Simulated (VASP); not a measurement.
# Cs in VASP: notebook

Runs on Cs. Level: PBE. Tasks: single point.

Everything below comes from runs of VASP 6.6.1. Logs are shortened: lines on timing, memory, paths and dates and some standing lists are left out, and cuts for length are marked.

## 1. The cell of the first run

The cell holds a wire or tube with vacuum around it, 4 atoms: a = 15.200 Å, b = 15.500 Å, c = 5.417 Å, α = 90.00°, β = 90.00°, γ = 90.00°.

## 2. Single point, PBE

INCAR reads:

```
SYSTEM = Cs
ALGO = Normal ; EDIFF = 1E-7
ENCUT = 520 ; GGA = PE
ISIF = 2 ; ISMEAR = 0
LASPH = .TRUE. ; LCHARG = .TRUE.
LELF = .TRUE. ; LREAL = .FALSE.
LVHAR = .TRUE. ; LWAVE = .FALSE.
NBANDS = 26 ; NELM = 80
PREC = Accurate ; SIGMA = 0.05
```

KPOINTS reads:

```
k-points
0
G
  1 1 9
  0 0 0
```

POSCAR reads:

```
Cs
1.0
   15.2000000000      0.0000000000      0.0000000000
    0.0000000000     15.5000000000      0.0000000000
    0.0000000000      0.0000000000      5.4167468116
Cs
4
Direct
    0.2936831631      0.5000000000      0.0000000000
    0.7063168369      0.5000000000      0.0000000000
    0.5000000000      0.2928870429      0.5000000000
    0.5000000000      0.7071129571      0.5000000000
```

Potentials or basis: VASP PAW PBE potentials, release 64 (Cs_sv).

Run with:

```
$ cat potpaw_PBE.64/Cs_sv/POTCAR > POTCAR
$ mpirun -np 1 vasp_std > vasp.out
```

OUTCAR:

```text
SYSTEM = Cs
   EDIFF = 1E-7
   ENCUT = 520
   GGA = PE
   ISIF = 2
   ISMEAR = 0
   LASPH = .TRUE.
   LREAL = .FALSE.
   NELM = 80
   PREC = Accurate

 ion  position               nearest neighbor table
   1  0.294  0.500  0.000-
   2  0.706  0.500  0.000-
   3  0.500  0.293  0.500-
   4  0.500  0.707  0.500-

  LATTYP: Found a simple orthorhombic cell.
 ALAT       =     5.4167468116
 B/A-ratio  =     2.8061123270
 C/A-ratio  =     2.8614961229

  Lattice vectors:

 A1 = (   0.0000000000,   0.0000000000,   5.4167468116)
 A2 = (  15.2000000000,   0.0000000000,   0.0000000000)
 A3 = (   0.0000000000,  15.5000000000,   0.0000000000)

Analysis of symmetry for initial positions (statically):
=====================================================================
 Subroutine PRICEL returns:
 Original cell was already a primitive cell.

 Routine SETGRP: Setting up the symmetry group for a
 simple orthorhombic supercell.

 Subroutine GETGRP returns: Found  8 space group operations
 (whereof  8 operations were pure point group operations)
 out of a pool of  8 trial point group operations.

The static configuration has the point symmetry D_2h.

Analysis of symmetry for dynamics (positions and initial velocities):
=====================================================================
 Subroutine PRICEL returns:
 Original cell was already a primitive cell.

 Routine SETGRP: Setting up the symmetry group for a
 simple orthorhombic supercell.

 Subroutine GETGRP returns: Found  8 space group operations
 (whereof  8 operations were pure point group operations)
 out of a pool of  8 trial point group operations.

The dynamic configuration has the point symmetry D_2h.

 Subroutine INISYM returns: Found  8 space group operations
 (whereof  8 operations are pure point group operations),
 and found     1 'primitive' translations

----------------------------------------------------------------------------------------

                                     Primitive cell

  volume of cell :    1276.1855

  direct lattice vectors                    reciprocal lattice vectors
    15.200000000  0.000000000  0.000000000     0.065789474  0.000000000  0.000000000
     0.000000000 15.500000000  0.000000000     0.000000000  0.064516129  0.000000000
     0.000000000  0.000000000  5.416746812     0.000000000  0.000000000  0.184612653

  length of vectors
    15.200000000 15.500000000  5.416746812     0.065789474  0.064516129  0.184612653

  position of ions in fractional coordinates (direct lattice)
     0.293683163  0.500000000  0.000000000
     0.706316837  0.500000000  0.000000000
     0.500000000  0.292887043  0.500000000
     0.500000000  0.707112957  0.500000000

  ion indices of the primitive-cell ions
   primitive index   ion index
                 1           1
                 2           2
                 3           3
                 4           4

----------------------------------------------------------------------------------------

 KPOINTS: k-points

Automatic generation of k-mesh.
 Grid dimensions read from file:
 generate k-points for:    1    1    9

 Generating k-lattice:

  Cartesian coordinates                     Fractional coordinates (reciprocal lattice)
     0.065789474  0.000000000  0.000000000     1.000000000  0.000000000  0.000000000
     0.000000000  0.064516129  0.000000000     0.000000000  1.000000000  0.000000000
     0.000000000  0.000000000  0.020512517     0.000000000  0.000000000  0.111111111

  Length of vectors
     0.065789474  0.064516129  0.020512517

  Shift w.r.t. Gamma in fractional coordinates (k-lattice)
     0.000000000  0.000000000  0.000000000

 Subroutine IBZKPT returns following result:
 ===========================================

 Found      5 irreducible k-points:

 Following reciprocal coordinates:
            Coordinates               Weight
  0.000000  0.000000  0.000000      1.000000
  0.000000  0.000000  0.111111      2.000000
  0.000000  0.000000  0.222222      2.000000
  0.000000  0.000000  0.333333      2.000000
  0.000000  0.000000  0.444444      2.000000
   k-points           NKPTS =      5   k-points in BZ     NKDIM =      5   number of bands    NBANDS=     26
   number of dos      NEDOS =    301   number of ions     NIONS =      4
   total plane-waves  NPLWV = 576000
   dimension x,y,z NGX =   120 NGY =  120 NGZ =   40
   dimension x,y,z NGXF=   240 NGYF=  240 NGZF=   80
   ions per type =               4
   NGX,Y,Z   is equivalent  to a cutoff of  13.12, 12.87, 12.28 a.u.
   NGXF,Y,Z  is equivalent  to a cutoff of  26.25, 25.74, 24.55 a.u.
 SYSTEM =  Cs
   PREC   = accura    normal or accurate (medium, high low for compatibility)
   ISTART =      0    job   : 0-new  1-cont  2-samecut
   ICHARG =      2    charge: 1-file 2-atom 10-const
   ISPIN  =      1    spin polarized calculation?
   LNONCOLLINEAR =      F non collinear calculations
   LSORBIT =      F    spin-orbit coupling
   LASPH  =      T    aspherical Exc in radial PAW
   ENCUT  =  520.0 eV  38.22 Ry    6.18 a.u.  28.26 28.82 10.07*2*pi/ulx,y,z
   NELM   =     80;   NELMIN=  2; NELMDL= -5     # of ELM steps
   EDIFF  = 0.1E-06   stopping-criterion for ELM
   LREAL  =      F    real-space projection
   EDIFFG = 0.1E-05   stopping-criterion for IOM
   NSW    =      0    number of steps for IOM
   IBRION =     -1    ionic relax: 0-MD 1-quasi-New 2-CG
   NFREE  =      0    steps in history (QN), initial steepest desc. (CG)
   ISIF   =      2    stress and relaxation
   ISYM   =      2    0-nonsym 1-usesym 2-fastsym
   POTIM  = 0.5000    time-step for ionic-motion
   TEBEG  =    0.0;   TEEND  =   0.0 temperature during run
   PSTRESS=    0.0 pullay stress
   NELECT =      36.0000    total number of electrons
   NUPDOWN=      -1.0000    fix difference up-down
   EMIN   =  10.00;   EMAX   =-10.00  energy-range for DOS
   EFERMI =   0.00;   METHOD = LEGACY
   ISMEAR =     0;   SIGMA  =   0.05  broadening in eV -4-tet -1-fermi 0-gaus
   EFERMI_NEDOS =   21; number of points for ismear=-14 and -15
   IALGO  =     38    algorithm
   IMIX   =      4    mixing-type and parameters
     AMIX     =   0.40;   BMIX     =  1.00
     AMIX_MAG =   1.60;   BMIX_MAG =  1.00
  volume/ion in A,a.u.               =     319.05      2153.03
  Fermi-wavevector in a.u.,A,eV,Ry     =   0.498354  0.941752  3.379095  0.248356
  Thomas-Fermi vector in A             =   1.505299
   LORBIT       =      0    0 simple, 1 ext, 2 COOP (PROOUT), +10 PAW based schemes
   GGA     = PE    functional components
   LHFCALC =     F    Hartree Fock is set to
   AEXX    =    0.0000 exact exchange contribution
   IVDW    =     0    specifies the selected vdW correction
   LEPSILON=     F    determine dielectric tensor
   LRPA    =     F    only Hartree local field effects (RPA)
 non-spin polarized calculation
 Gauss-broadening in eV      SIGMA  =   0.05
  energy-cutoff  :      520.00
  volume of cell :     1276.19
 maximum number of plane-waves:     34412
 NGX is ok and might be reduce to   120
   NGX = 57   NGY = 57   NGZ = 21

 number of electron      36.0000004 magnetization

 Free energy of the ion-electron system (eV)
  ---------------------------------------------------
  ext. energy  EPLUGINS =         0.00000000
  ---------------------------------------------------
  free energy    TOTEN  =        -2.59843110 eV

  energy without entropy =       -2.58844800  energy(sigma->0) =       -2.59343955

 E-fermi :  -1.0477     XC(G=0):  -2.7172

 val. band max:       -1.0603641189   @ k =   0.0000   0.0000   0.4444
 cond. band min:      -0.8456031192   @ k =   0.0000   0.0000   0.0000
 fundamental gap:      0.2147609997
 Fermi energy:        -1.0476533500

 k-point     1 :       0.0000    0.0000    0.0000
  band No.  band energies     occupation
      1     -25.1021      2.00000
      2     -25.1003      2.00000
      3     -25.0948      2.00000
      4     -25.0933      2.00000
      5     -11.9656      2.00000
      6     -11.9491      2.00000
      7     -11.9454      2.00000
      8     -11.9426      2.00000
      9     -11.8838      2.00000
     10     -11.8836      2.00000
     11     -11.8808      2.00000
     12     -11.8665      2.00000
     13     -11.8597      2.00000
     14     -11.8421      2.00000
     15     -11.8375      2.00000
     16     -11.8208      2.00000
     17      -2.2178      2.00000
     18      -1.4453      2.00000
     19      -1.4277      2.00000
     20      -0.8456      0.00000
     21      -0.4917      0.00000
     22      -0.1503      0.00000
     23       0.0179      0.00000
     24       0.0335      0.00000
     25       0.1234      0.00000
     26       0.1478      0.00000

 k-point     2 :       0.0000    0.0000    0.1111
  band No.  band energies     occupation
      1     -25.1016      2.00000
      2     -25.1001      2.00000
      3     -25.0946      2.00000
      4     -25.0932      2.00000
      5     -11.9634      2.00000
      6     -11.9457      2.00000
      7     -11.9433      2.00000
      8     -11.9407      2.00000
      9     -11.8914      2.00000
     10     -11.8863      2.00000
     11     -11.8845      2.00000
     12     -11.8681      2.00000
     13     -11.8615      2.00000
     14     -11.8477      2.00000
     15     -11.8440      2.00000
     16     -11.8300      2.00000
     17      -2.1313      2.00000
     18      -1.3567      2.00000
     19      -1.3390      2.00000
     20      -0.7581      0.00000
     21      -0.4586      0.00000
     22      -0.1306      0.00000
     23       0.0612      0.00000
     24       0.0763      0.00000
     25       0.1431      0.00000
     26       0.2034      0.00000

 k-point     3 :       0.0000    0.0000    0.2222
  band No.  band energies     occupation
      1     -25.1005      2.00000
      2     -25.0994      2.00000
      3     -25.0939      2.00000
      4     -25.0930      2.00000
      5     -11.9581      2.00000
      6     -11.9384      2.00000
      7     -11.9364      2.00000
      8     -11.9364      2.00000
      9     -11.9111      2.00000
     10     -11.8971      2.00000
     11     -11.8956      2.00000
     12     -11.8730      2.00000
     13     -11.8660      2.00000
     14     -11.8583      2.00000
     15     -11.8572      2.00000
     16     -11.8522      2.00000
     17      -1.8841      2.00000
     18      -1.1103      1.92343
     19      -1.0925      1.79578
     20      -0.5247      0.00000
     21      -0.3646      0.00000
     22      -0.0805      0.00000
     23       0.1054      0.00000
     24       0.1673      0.00000
     25       0.1811      0.00000
     26       0.3715      0.00000

 k-point     4 :       0.0000    0.0000    0.3333
  band No.  band energies     occupation
      1     -25.0992      2.00000
      2     -25.0987      2.00000
      3     -25.0932      2.00000
      4     -25.0928      2.00000
      5     -11.9538      2.00000
      6     -11.9368      2.00000
      7     -11.9361      2.00000
      8     -11.9335      2.00000
      9     -11.9230      2.00000
     10     -11.9115      2.00000
     11     -11.9062      2.00000
     12     -11.8813      2.00000
     13     -11.8745      2.00000
     14     -11.8719      2.00000
     15     -11.8674      2.00000
     16     -11.8660      2.00000
     17      -1.5099      2.00000
     18      -0.7643      0.00000
     19      -0.7474      0.00000
     20      -0.3074      0.00000
     21      -0.2208      0.00000
     22      -0.0432      0.00000
     23      -0.0130      0.00000
     24       0.2310      0.00000
     25       0.2450      0.00000
     26       0.4614      0.00000

 k-point     5 :       0.0000    0.0000    0.4444
  band No.  band energies     occupation
      1     -25.0983      2.00000
      2     -25.0982      2.00000
      3     -25.0927      2.00000
      4     -25.0927      2.00000
      5     -11.9531      2.00000
      6     -11.9486      2.00000
      7     -11.9436      2.00000
      8     -11.9426      2.00000
      9     -11.9136      2.00000
     10     -11.9084      2.00000
     11     -11.9073      2.00000
     12     -11.8927      2.00000
     13     -11.8826      2.00000
     14     -11.8791      2.00000
     15     -11.8729      2.00000
     16     -11.8703      2.00000
     17      -1.0604      1.28079
     18      -0.6074      0.00000
     19      -0.4364      0.00000
     20      -0.4226      0.00000
     21      -0.0374      0.00000
     22       0.0817      0.00000
     23       0.0827      0.00000
     24       0.1389      0.00000
     25       0.1566      0.00000
     26       0.2334      0.00000

------------------------ aborting loop because EDIFF is reached ----------------------------------------

  FORCE on cell =-STRESS in cart. coord.  units (eV):
  Direction    XX          YY          ZZ          XY          YZ          ZX
  --------------------------------------------------------------------------------------
  -------------------------------------------------------------------------------------
  Total        0.2017332      0.2042719     -0.0020610      0.0000000      0.0000000      0.0000000
  in kB        0.2532644      0.2564515     -0.0025874      0.0000000      0.0000000      0.0000000
  external PRESSURE =       0.1690429 kB  Pullay stress =       0.0000000 kB

 VOLUME and BASIS-vectors are now :
 -----------------------------------------------------------------------------
  energy-cutoff  :      520.00
  volume of cell :     1276.19
      direct lattice vectors                 reciprocal lattice vectors
    15.200000000  0.000000000  0.000000000     0.065789474  0.000000000  0.000000000
     0.000000000 15.500000000  0.000000000     0.000000000  0.064516129  0.000000000
     0.000000000  0.000000000  5.416746812     0.000000000  0.000000000  0.184612653

 POSITION                                       TOTAL-FORCE (eV/Angst)
 -----------------------------------------------------------------------------------
      4.46398      7.75000      0.00000        -0.000167      0.000000      0.000000
     10.73602      7.75000      0.00000         0.000167      0.000000     -0.000000
      7.60000      4.53975      2.70837         0.000000     -0.000989      0.000000
      7.60000     10.96025      2.70837         0.000000      0.000989      0.000000
 -----------------------------------------------------------------------------------
    total drift:                                0.000000      0.000000     -0.000000

  FREE ENERGIE OF THE ION-ELECTRON SYSTEM (eV)
  ---------------------------------------------------
  free  energy   TOTEN  =        -2.5984310965 eV

  energy  without entropy=       -2.5884480011  energy(sigma->0) =       -2.59343955
```

Run time: 10 min. Hardware: 1 thread of Intel Xeon 8259CL, shared host; peak memory 0.99 GiB.

Results:

* Free energy: -2.5984 eV
* Band gap on the k mesh: zero (bands 18 and 19 overlap by 0.82 eV)

Levels at points of the mesh, in eV from the Fermi level:
| k point | band 17 | band 18 | band 19 | band 20 | band 21 | band 22 |
| --- | --- | --- | --- | --- | --- | --- |
| (0.00, 0.00, 0.00) | -1.17 | -0.40 | -0.38 | 0.20 | 0.56 | 0.90 |

Caveat: spin-orbit coupling is left out, which moves the levels of the heavy elements.

## 3. Single point, PBE

This run uses another cell than the first one.

INCAR reads:

```
  PREC = Accurate
  ENCUT = 520
  EDIFF = 1E-6
  ISMEAR = 0
  SIGMA = 0.05
  LREAL = False
  LASPH = True
  NELM = 60
  ALGO = Normal
  ISIF = 2
  LWAVE = False
  LCHARG = False
  GGA = PE
  NBANDS = 26
```

KPOINTS reads:

```
Automatic mesh
0
Gamma
  1 1 9
```

POSCAR reads:

```
Cs
1.0
   15.2000000000      0.0000000000      0.0000000000
    0.0000000000     15.5000000000      0.0000000000
    0.0000000000      0.0000000000      6.1588643242
Cs
4
Direct
    0.2974057788      0.5000000000      0.0000000000
    0.7025942212      0.5000000000      0.0000000000
    0.5000000000      0.3013269573      0.5000000000
    0.5000000000      0.6986730427      0.5000000000
```

Potentials or basis: VASP PAW PBE potentials, release 64 (Cs_sv).

Run with:

```
$ cat potpaw_PBE.64/Cs_sv/POTCAR > POTCAR
$ mpirun -np 1 vasp_std > vasp.out
```

Run time: 9.4 min. Hardware: 1 thread of Intel Xeon 8259CL, shared host; peak memory 1.1 GiB.

Results (log left out):

```
Free energy            : -2.5275 eV
Largest force          : 0.025 eV/Å
Band gap on the k mesh : zero (bands 18 and 19 overlap by 0.51 eV)
```

Forces on the atoms (eV/Å):
```
Cs   0.025  0.000  0.000
Cs  -0.025  0.000  0.000
Cs   0.000  0.023  0.000
Cs   0.000 -0.023  0.000
```

Levels at points of the mesh, in eV from the Fermi level:
| k point | band 15 | band 16 | band 17 | band 18 | band 19 | band 20 | band 21 | band 22 | band 23 | band 24 |
| --- | --- | --- | --- | --- | --- | --- | --- | --- | --- | --- |
| (0.00, 0.00, 0.00) | -10.89 | -10.87 | -1.08 | -0.27 | -0.26 | 0.36 | 0.64 | 0.97 | 1.13 | 1.15 |

Caveat: spin-orbit coupling is left out, which moves the levels of the heavy elements.
